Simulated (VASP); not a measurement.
Here is a VASP 6.6.1 calculation.

File INCAR:

```
SYSTEM = Al
PREC = Accurate
ENCUT = 500
EDIFF = 1E-6
ISMEAR = 0
SIGMA = 0.1
LREAL = .FALSE.
LASPH = .TRUE.
NELM = 120
ALGO = Normal
ISIF = 2
LWAVE = .FALSE.
LCHARG = .FALSE.
GGA = PE
NBANDS = 8
GGA_COMPAT = .FALSE.
```

KPOINTS

```
Automatic mesh
0
G
  16 16 16
  0 0 0
```

Contents of POSCAR:

```
Al
1.0
    2.6466972485      0.0000000000      0.0000000000
    1.3233486242      2.2921070533      0.0000000000
    1.3233486242      0.7640356844      2.1610192541
Al
1
Direct
    0.0000000000      0.0000000000      0.0000000000
```

Potentials or basis: VASP PAW PBE potentials, release 64 (Al).

Launch:

```console
$ cat potpaw_PBE.64/Al/POTCAR > POTCAR
$ mpirun -np 1 vasp_std > vasp.out
```

Q: Estimate the pressure.

A: 30.0 GPa.
